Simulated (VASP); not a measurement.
Runs of VASP 6.6.1 on TaN. The structure is that of space group P-6m2 (No. 187), or close to it. The cells are those of the table. 

| level | spin | cell | k mesh | screening parameter | gap on the mesh (eV) | pressure (GPa) |
| --- | --- | --- | --- | --- | --- | --- |
| HSE06 | off | a = 2.938, b = 2.938, c = 2.883 Å, angles 90.0, 90.0, 120.0°, 2 atoms | 5 × 5 × 5 | 0.2079 1/Å | none | (a) |
| PBE-based screened hybrid with 25 % exact exchange | off | a = 2.938, b = 2.938, c = 2.883 Å, angles 90.0, 90.0, 120.0°, 2 atoms | 5 × 5 × 5 | 0.3 1/Å | none | -3.7 |
| HSE06 | non-collinear, zero start, SOC | a = 2.938, b = 2.938, c = 2.883 Å, angles 90.0, 90.0, 120.0°, 2 atoms | 4 × 4 × 4 | 0.2079 1/Å | - | -3.3 |
| PBEsol-based screened hybrid with 25 % exact exchange | off | a = 2.913, b = 2.913, c = 2.856 Å, angles 90.0, 90.0, 120.0°, 2 atoms | 5 × 5 × 5 | 0.207 1/Å | none | -0.5 |

Alike in all rows: task single point; potentials or basis VASP PAW PBE potentials, release 64 (Ta_pv, N); cutoff (eV) 520; smearing fermi-dirac 0.05 eV.

Problem. Estimate the missing entries.

Solution. (a) -4.3.

Caveats: all runs use coarse meshes; the PAW data sets were made with another functional, which shifts forces and pressure a little; spin-orbit coupling is left out, which moves the levels of the heavy elements (at least some runs).

A k mesh can miss the band edges, and rows without SOC leave out spin-orbit coupling on Ta.

A gap of «none» marks levels without a gap at the run's occupations.
